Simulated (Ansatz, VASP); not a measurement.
**One calculation of Zr, two programs**

```
Zr
1.0
    -1.81000    1.81000    1.82810
     1.81000   -1.81000    1.82810
     1.81000    1.81000   -1.82810
Zr
1
Direct
  0.00000 0.00000 0.00000
```

Change from the starting cell: zz strain of +1 %, PAW files.

Alike in both runs: task electric field gradients; functional LDA; k mesh 16 × 16 × 16; occupations fermi-dirac, width 0.03 eV; no spin polarisation.

```csv
,VASP,Ansatz
version,VASP 6.6.1,Ansatz 0.2.0
potentials or method,"VASP PAW LDA potentials, release 64 (Zr_sv)","PAW with Ansatz's default frozen-core files, scalar-relativistic"
plane-wave cutoff (eV),520,420
valence electrons in the cell,12,12
```

```tsv
	VASP	Ansatz	Ansatz less VASP
pressure (GPa)	-10.1	-10.2	-0.07
traceless stress, the component that is largest in VASP (GPa)	0.14	0.14	0.000
size of Vzz on the site where it differs most (V/Å²)	0.7	0.7	0.00
```

LDA's correlation is that of Perdew and Zunger in VASP and of Perdew and Wang (1992) in Ansatz.
